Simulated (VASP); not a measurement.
# TiN (Fm-3m) in VASP: further runs, part 2 of 2

VASP 6.6.1. Earlier steps stand in the parts before.

## 4. Electric field gradients, PBEsol (volume scaled by 1.02)

Contents of INCAR:

```
ALGO = Normal
EDIFF = 1E-8
ENCUT = 520
GGA = PS
GGA_COMPAT = False
ISIF = 2
ISMEAR = -1
LASPH = True
LCHARG = False
LEFG = True
LREAL = False
LWAVE = False
NBANDS = 16
NELM = 120
PREC = Accurate
SIGMA = 0.05
```

Contents of KPOINTS:

```
k-points
0
Gamma
  13 13 13
```

Contents of POSCAR:

```
TiN
1.0
    0.0000000000      2.1360533897      2.1360533897
    2.1360533897      0.0000000000      2.1360533897
    2.1360533897      2.1360533897      0.0000000000
Ti N
1 1
Direct
    0.0000000000      0.0000000000      0.0000000000
    0.5000000000      0.5000000000      0.5000000000
```

Potentials or basis: VASP PAW PBE potentials, release 64 (Ti_sv, N).

Started as:

```
$ cat potpaw_PBE.64/Ti_sv/POTCAR potpaw_PBE.64/N/POTCAR > POTCAR
$ mpirun -np 1 vasp_std > vasp.out
```

OUTCAR:

```text
EDIFF = 1E-8
   ENCUT = 520
   GGA = PS
   ISIF = 2
   ISMEAR = -1
   LASPH = True
   LREAL = False
   NELM = 120
   PREC = Accurate

 ion  position               nearest neighbor table
   1  0.000  0.000  0.000-   2 2.14   2 2.14   2 2.14   2 2.14   2 2.14   2 2.14
   2  0.500  0.500  0.500-   1 2.14   1 2.14   1 2.14   1 2.14   1 2.14   1 2.14

  LATTYP: Found a face centered cubic cell.
 ALAT       =     4.2721067794

  Lattice vectors:

 A1 = (   0.0000000000,   2.1360533897,   2.1360533897)
 A2 = (   2.1360533897,   0.0000000000,   2.1360533897)
 A3 = (   2.1360533897,   2.1360533897,   0.0000000000)

Analysis of symmetry for initial positions (statically):
=====================================================================
 Subroutine PRICEL returns:
 Original cell was already a primitive cell.

 Routine SETGRP: Setting up the symmetry group for a
 face centered cubic supercell.

 Subroutine GETGRP returns: Found 48 space group operations
 (whereof 48 operations were pure point group operations)
 out of a pool of 48 trial point group operations.

The static configuration has the point symmetry O_h .

Analysis of symmetry for dynamics (positions and initial velocities):
=====================================================================
 Subroutine PRICEL returns:
 Original cell was already a primitive cell.

 Routine SETGRP: Setting up the symmetry group for a
 face centered cubic supercell.

 Subroutine GETGRP returns: Found 48 space group operations
 (whereof 48 operations were pure point group operations)
 out of a pool of 48 trial point group operations.

The dynamic configuration has the point symmetry O_h .

 Subroutine INISYM returns: Found 48 space group operations
 (whereof 48 operations are pure point group operations),
 and found     1 'primitive' translations

----------------------------------------------------------------------------------------

                                     Primitive cell

  volume of cell :      19.4924

  direct lattice vectors                    reciprocal lattice vectors
     0.000000000  2.136053390  2.136053390    -0.234076546  0.234076546  0.234076546
     2.136053390  0.000000000  2.136053390     0.234076546 -0.234076546  0.234076546
     2.136053390  2.136053390  0.000000000     0.234076546  0.234076546 -0.234076546

  length of vectors
     3.020835674  3.020835674  3.020835674     0.405432471  0.405432471  0.405432471

  position of ions in fractional coordinates (direct lattice)
     0.000000000  0.000000000  0.000000000
     0.500000000  0.500000000  0.500000000

  ion indices of the primitive-cell ions
   primitive index   ion index
                 1           1
                 2           2

----------------------------------------------------------------------------------------

 KPOINTS: k-points

Automatic generation of k-mesh.
 Grid dimensions read from file:
 generate k-points for:   13   13   13
[... 70 lines left out ...]
   ISIF   =      2    stress and relaxation
   ISYM   =      2    0-nonsym 1-usesym 2-fastsym
   POTIM  = 0.5000    time-step for ionic-motion
   TEBEG  =    0.0;   TEEND  =   0.0 temperature during run
   PSTRESS=    0.0 pullay stress
   NELECT =      17.0000    total number of electrons
   NUPDOWN=      -1.0000    fix difference up-down
   EMIN   =  10.00;   EMAX   =-10.00  energy-range for DOS
   EFERMI =   0.00;   METHOD = LEGACY
   ISMEAR =    -1;   SIGMA  =   0.05  broadening in eV -4-tet -1-fermi 0-gaus
   EFERMI_NEDOS =   21; number of points for ismear=-14 and -15
   IALGO  =     38    algorithm
   IMIX   =      4    mixing-type and parameters
     AMIX     =   0.40;   BMIX     =  1.00
     AMIX_MAG =   1.60;   BMIX_MAG =  1.00
  volume/ion in A,a.u.               =       9.75        65.77
  Fermi-wavevector in a.u.,A,eV,Ry     =   1.564116  2.955751 33.286105  2.446460
  Thomas-Fermi vector in A             =   2.666788
   LORBIT       =      0    0 simple, 1 ext, 2 COOP (PROOUT), +10 PAW based schemes
   GGA     = PS    functional components
   LHFCALC =     F    Hartree Fock is set to
   AEXX    =    0.0000 exact exchange contribution
   IVDW    =     0    specifies the selected vdW correction
   LEPSILON=     F    determine dielectric tensor
   LRPA    =     F    only Hartree local field effects (RPA)
 non-spin polarized calculation
  energy-cutoff  :      520.00
  volume of cell :       19.49
 maximum number of plane-waves:       537
   NGX = 11   NGY = 11   NGZ = 11

 number of electron      17.0000003 magnetization

 Free energy of the ion-electron system (eV)
  ---------------------------------------------------
  ext. energy  EPLUGINS =         0.00000000
  ---------------------------------------------------
  free energy    TOTEN  =       -20.74994069 eV

  energy without entropy =      -20.74290196  energy(sigma->0) =      -20.74642133

 E-fermi :  11.0475     XC(G=0): -13.1042

 val. band max:       10.9597881764   @ k =  -0.0769   0.0769   0.0000
 cond. band min:      11.0646106562   @ k =  -0.1538   0.1538   0.0000
 fundamental gap:      0.1048224798
 Fermi energy:        11.0474945181

 k-point     1 :       0.0000    0.0000    0.0000
  band No.  band energies     occupation
      1     -46.6178      2.00000
      2     -22.7122      2.00000
      3     -22.7122      2.00000
      4     -22.7122      2.00000
      5      -5.8873      2.00000
      6       9.0305      2.00000
[... 433 lines left out ...]
      3     -22.8289      2.00000
      4     -22.7996      2.00000
      5      -3.8387      2.00000
      6       3.8358      2.00000
[... 8 lines left out ...]
     15      23.8379      0.00000
     16      25.0142      0.00000

 [... further k-points ...]

------------------------ aborting loop because EDIFF is reached ----------------------------------------

  FORCE on cell =-STRESS in cart. coord.  units (eV):
  Direction    XX          YY          ZZ          XY          YZ          ZX
  --------------------------------------------------------------------------------------
  -------------------------------------------------------------------------------------
  Total       -1.5362247     -1.5362247     -1.5362247      0.0000000      0.0000000      0.0000000
  in kB     -126.2696662   -126.2696662   -126.2696662      0.0000000      0.0000000      0.0000000
  external PRESSURE =    -126.2696662 kB  Pullay stress =       0.0000000 kB

 VOLUME and BASIS-vectors are now :
 -----------------------------------------------------------------------------
  energy-cutoff  :      520.00
  volume of cell :       19.49
      direct lattice vectors                 reciprocal lattice vectors
     0.000000000  2.136053390  2.136053390    -0.234076546  0.234076546  0.234076546
     2.136053390  0.000000000  2.136053390     0.234076546 -0.234076546  0.234076546
     2.136053390  2.136053390  0.000000000     0.234076546  0.234076546 -0.234076546

 POSITION                                       TOTAL-FORCE (eV/Angst)
 -----------------------------------------------------------------------------------
      0.00000      0.00000      0.00000        -0.000000     -0.000000      0.000000
      2.13605      2.13605      2.13605         0.000000      0.000000     -0.000000
 -----------------------------------------------------------------------------------
    total drift:                                0.000000     -0.000000     -0.000000

  FREE ENERGIE OF THE ION-ELECTRON SYSTEM (eV)
  ---------------------------------------------------
  free  energy   TOTEN  =       -20.7499406902 eV

  energy  without entropy=      -20.7429019648  energy(sigma->0) =      -20.74642133

 Electric field gradients (V/A^2)
---------------------------------------------------------------------
 ion       V_xx      V_yy      V_zz      V_xy      V_xz      V_yz
---------------------------------------------------------------------
   1      -0.000     0.000    -0.000     0.001     0.001     0.001
   2      -0.000    -0.000    -0.000    -0.001    -0.001    -0.001
---------------------------------------------------------------------

 Electric field gradients after diagonalization (V/A^2)
 (convention: |V_zz| > |V_xx| > |V_yy|)
----------------------------------------------------------------------
 ion       V_xx      V_yy      V_zz     asymmetry (V_yy - V_xx)/ V_zz
----------------------------------------------------------------------
   1      -0.001    -0.001     0.002       0.000
   2       0.001     0.001    -0.001       0.000
----------------------------------------------------------------------

           NMR quadrupolar parameters

 Cq : quadrupolar parameter    Cq=e*Q*V_zz/h
 eta: asymmetry parameters     (V_yy - V_xx)/ V_zz
 Q  : nuclear electric quadrupole moment in mb (millibarn)
----------------------------------------------------------------------
 ion       Cq(MHz)       eta       Q (mb)
----------------------------------------------------------------------
   1       0.000       0.000       1.000
   2      -0.000       0.000       1.000
----------------------------------------------------------------------
```

Wall time 30 s (1 thread of Intel Xeon Platinum 8488C (Sapphire Rapids), shared host); peak memory 0.15 GiB.

Results:

* Free energy: -20.7499 eV
* Pressure: -12.6 GPa

Caveat: without QUAD_EFG the Cq values of the log hold for a quadrupole moment of 1 mb, not for the nuclei; the PAW data sets were made with another functional, which shifts forces and pressure a little.

## 5. Electric field gradients, PBEsol (volume scaled by 1.04)

Contents of INCAR:

```
PREC = Accurate
ENCUT = 520
EDIFF = 1E-8
ISMEAR = -1
SIGMA = 0.05
LREAL = F
LASPH = T
NELM = 120
ALGO = Normal
ISIF = 2
LWAVE = F
LCHARG = F
GGA = PS
LEFG = T
NBANDS = 16
GGA_COMPAT = F
```

Contents of KPOINTS:

```
Automatic mesh
0
Gamma
  13 13 13
```

Contents of POSCAR:

```
TiN
1.0
    0.0000000000      2.1499242549      2.1499242549
    2.1499242549      0.0000000000      2.1499242549
    2.1499242549      2.1499242549      0.0000000000
Ti N
1 1
Direct
    0.0000000000      0.0000000000      0.0000000000
    0.5000000000      0.5000000000      0.5000000000
```

Potentials or basis: VASP PAW PBE potentials, release 64 (Ti_sv, N).

Started as:

```
$ cat potpaw_PBE.64/Ti_sv/POTCAR potpaw_PBE.64/N/POTCAR > POTCAR
$ mpirun -np 1 vasp_std > vasp.out
```

OUTCAR:

```text
PREC = Accurate
   ENCUT = 520
   EDIFF = 1E-8
   ISMEAR = -1
   LREAL = F
   LASPH = T
   NELM = 120
   ISIF = 2
   GGA = PS

 ion  position               nearest neighbor table
   1  0.000  0.000  0.000-   2 2.15   2 2.15   2 2.15   2 2.15   2 2.15   2 2.15
   2  0.500  0.500  0.500-   1 2.15   1 2.15   1 2.15   1 2.15   1 2.15   1 2.15

  LATTYP: Found a face centered cubic cell.
 ALAT       =     4.2998485098

  Lattice vectors:

 A1 = (   0.0000000000,   2.1499242549,   2.1499242549)
 A2 = (   2.1499242549,   0.0000000000,   2.1499242549)
 A3 = (   2.1499242549,   2.1499242549,   0.0000000000)

Analysis of symmetry for initial positions (statically):
=====================================================================
 Subroutine PRICEL returns:
 Original cell was already a primitive cell.

 Routine SETGRP: Setting up the symmetry group for a
 face centered cubic supercell.

 Subroutine GETGRP returns: Found 48 space group operations
 (whereof 48 operations were pure point group operations)
 out of a pool of 48 trial point group operations.

The static configuration has the point symmetry O_h .

Analysis of symmetry for dynamics (positions and initial velocities):
=====================================================================
 Subroutine PRICEL returns:
 Original cell was already a primitive cell.

 Routine SETGRP: Setting up the symmetry group for a
 face centered cubic supercell.

 Subroutine GETGRP returns: Found 48 space group operations
 (whereof 48 operations were pure point group operations)
 out of a pool of 48 trial point group operations.

The dynamic configuration has the point symmetry O_h .

 Subroutine INISYM returns: Found 48 space group operations
 (whereof 48 operations are pure point group operations),
 and found     1 'primitive' translations

----------------------------------------------------------------------------------------

                                     Primitive cell

  volume of cell :      19.8746

  direct lattice vectors                    reciprocal lattice vectors
     0.000000000  2.149924255  2.149924255    -0.232566333  0.232566333  0.232566333
     2.149924255  0.000000000  2.149924255     0.232566333 -0.232566333  0.232566333
     2.149924255  2.149924255  0.000000000     0.232566333  0.232566333 -0.232566333

  length of vectors
     3.040452039  3.040452039  3.040452039     0.402816705  0.402816705  0.402816705

  position of ions in fractional coordinates (direct lattice)
     0.000000000  0.000000000  0.000000000
     0.500000000  0.500000000  0.500000000

  ion indices of the primitive-cell ions
   primitive index   ion index
                 1           1
                 2           2

----------------------------------------------------------------------------------------

 KPOINTS: Automatic mesh

Automatic generation of k-mesh.
 Grid dimensions read from file:
 generate k-points for:   13   13   13

 Generating k-lattice:

  Cartesian coordinates                     Fractional coordinates (reciprocal lattice)
[... 68 lines left out ...]
   POTIM  = 0.5000    time-step for ionic-motion
   TEBEG  =    0.0;   TEEND  =   0.0 temperature during run
   PSTRESS=    0.0 pullay stress
   NELECT =      17.0000    total number of electrons
   NUPDOWN=      -1.0000    fix difference up-down
   EMIN   =  10.00;   EMAX   =-10.00  energy-range for DOS
   EFERMI =   0.00;   METHOD = LEGACY
   ISMEAR =    -1;   SIGMA  =   0.05  broadening in eV -4-tet -1-fermi 0-gaus
   EFERMI_NEDOS =   21; number of points for ismear=-14 and -15
   IALGO  =     38    algorithm
   IMIX   =      4    mixing-type and parameters
     AMIX     =   0.40;   BMIX     =  1.00
     AMIX_MAG =   1.60;   BMIX_MAG =  1.00
  volume/ion in A,a.u.               =       9.94        67.06
  Fermi-wavevector in a.u.,A,eV,Ry     =   1.554025  2.936681 32.857981  2.414993
  Thomas-Fermi vector in A             =   2.658171
   LORBIT       =      0    0 simple, 1 ext, 2 COOP (PROOUT), +10 PAW based schemes
   GGA     = PS    functional components
   LHFCALC =     F    Hartree Fock is set to
   AEXX    =    0.0000 exact exchange contribution
   IVDW    =     0    specifies the selected vdW correction
   LEPSILON=     F    determine dielectric tensor
   LRPA    =     F    only Hartree local field effects (RPA)
 non-spin polarized calculation
  energy-cutoff  :      520.00
  volume of cell :       19.87
 maximum number of plane-waves:       548
   NGX = 11   NGY = 11   NGZ = 11

 number of electron      17.0000002 magnetization

 Free energy of the ion-electron system (eV)
  ---------------------------------------------------
  ext. energy  EPLUGINS =         0.00000000
  ---------------------------------------------------
  free energy    TOTEN  =       -20.71469844 eV

  energy without entropy =      -20.70747729  energy(sigma->0) =      -20.71108786

 E-fermi :  10.7867     XC(G=0): -12.9977

 val. band max:       10.7026982053   @ k =  -0.0769   0.0769   0.0000
 cond. band min:      10.8048329995   @ k =  -0.1538   0.1538   0.0000
 fundamental gap:      0.1021347942
 Fermi energy:        10.7867254895

 k-point     1 :       0.0000    0.0000    0.0000
  band No.  band energies     occupation
      1     -46.9053      2.00000
      2     -23.0120      2.00000
      3     -23.0120      2.00000
      4     -23.0120      2.00000
      5      -6.0250      2.00000
      6       8.7988      2.00000
[... 433 lines left out ...]
      3     -23.1211      2.00000
      4     -23.0939      2.00000
      5      -4.0369      2.00000
      6       3.6823      2.00000
[... 8 lines left out ...]
     15      23.3482      0.00000
     16      24.5390      0.00000

 [... further k-points ...]

------------------------ aborting loop because EDIFF is reached ----------------------------------------

  FORCE on cell =-STRESS in cart. coord.  units (eV):
  Direction    XX          YY          ZZ          XY          YZ          ZX
  --------------------------------------------------------------------------------------
  -------------------------------------------------------------------------------------
  Total       -2.1278781     -2.1278781     -2.1278781      0.0000000      0.0000000      0.0000000
  in kB     -171.5370208   -171.5370208   -171.5370208      0.0000000      0.0000000      0.0000000
  external PRESSURE =    -171.5370208 kB  Pullay stress =       0.0000000 kB

 VOLUME and BASIS-vectors are now :
 -----------------------------------------------------------------------------
  energy-cutoff  :      520.00
  volume of cell :       19.87
      direct lattice vectors                 reciprocal lattice vectors
     0.000000000  2.149924255  2.149924255    -0.232566333  0.232566333  0.232566333
     2.149924255  0.000000000  2.149924255     0.232566333 -0.232566333  0.232566333
     2.149924255  2.149924255  0.000000000     0.232566333  0.232566333 -0.232566333

 POSITION                                       TOTAL-FORCE (eV/Angst)
 -----------------------------------------------------------------------------------
      0.00000      0.00000      0.00000        -0.000000     -0.000000     -0.000000
      2.14992      2.14992      2.14992         0.000000      0.000000      0.000000
 -----------------------------------------------------------------------------------
    total drift:                                0.000000     -0.000000     -0.000000

  FREE ENERGIE OF THE ION-ELECTRON SYSTEM (eV)
  ---------------------------------------------------
  free  energy   TOTEN  =       -20.7146984360 eV

  energy  without entropy=      -20.7074772918  energy(sigma->0) =      -20.71108786

 Electric field gradients (V/A^2)
---------------------------------------------------------------------
 ion       V_xx      V_yy      V_zz      V_xy      V_xz      V_yz
---------------------------------------------------------------------
   1      -0.000    -0.000    -0.000     0.001     0.001     0.001
   2       0.000    -0.000     0.000    -0.000    -0.000    -0.000
---------------------------------------------------------------------

 Electric field gradients after diagonalization (V/A^2)
 (convention: |V_zz| > |V_xx| > |V_yy|)
----------------------------------------------------------------------
 ion       V_xx      V_yy      V_zz     asymmetry (V_yy - V_xx)/ V_zz
----------------------------------------------------------------------
   1      -0.001    -0.001     0.001       0.000
   2       0.000     0.000    -0.001       0.000
----------------------------------------------------------------------

           NMR quadrupolar parameters

 Cq : quadrupolar parameter    Cq=e*Q*V_zz/h
 eta: asymmetry parameters     (V_yy - V_xx)/ V_zz
 Q  : nuclear electric quadrupole moment in mb (millibarn)
----------------------------------------------------------------------
 ion       Cq(MHz)       eta       Q (mb)
----------------------------------------------------------------------
   1       0.000       0.000       1.000
   2      -0.000       0.000       1.000
----------------------------------------------------------------------
```

Run time: 19 s. Hardware: 1 thread of Intel Xeon Platinum 8488C (Sapphire Rapids), shared host; peak memory 0.15 GiB.

What came out:

```
Free energy : -20.7147 eV
Pressure    : -17.2 GPa
```

Caveat: without QUAD_EFG the Cq values of the log hold for a quadrupole moment of 1 mb, not for the nuclei; the PAW data sets were made with another functional, which shifts forces and pressure a little.

## 6. Summary

| cell | gap on the mesh (eV) | pressure (GPa) |
| --- | --- | --- |
| a = 2.991 Å, angles 60.0°, 2 atoms | none | -4.8 |
| a = 3.011 Å, angles 60.0°, 2 atoms | none | -10.2 |
| a = 3.021 Å, angles 60.0°, 2 atoms | none | -12.6 |
| a = 3.040 Å, angles 60.0°, 2 atoms | none | -17.2 |

Alike in all rows: task electric field gradients; level PBEsol; potentials or basis VASP PAW PBE potentials, release 64 (Ti_sv, N); no spin polarisation; k mesh 13 × 13 × 13; cutoff (eV) 520; smearing fermi-dirac 0.05 eV.

Caveats: the PAW data sets were made with another functional, which shifts forces and pressure a little.

Total energies depend on the potentials used, so only differences within one code and one set of settings carry meaning.
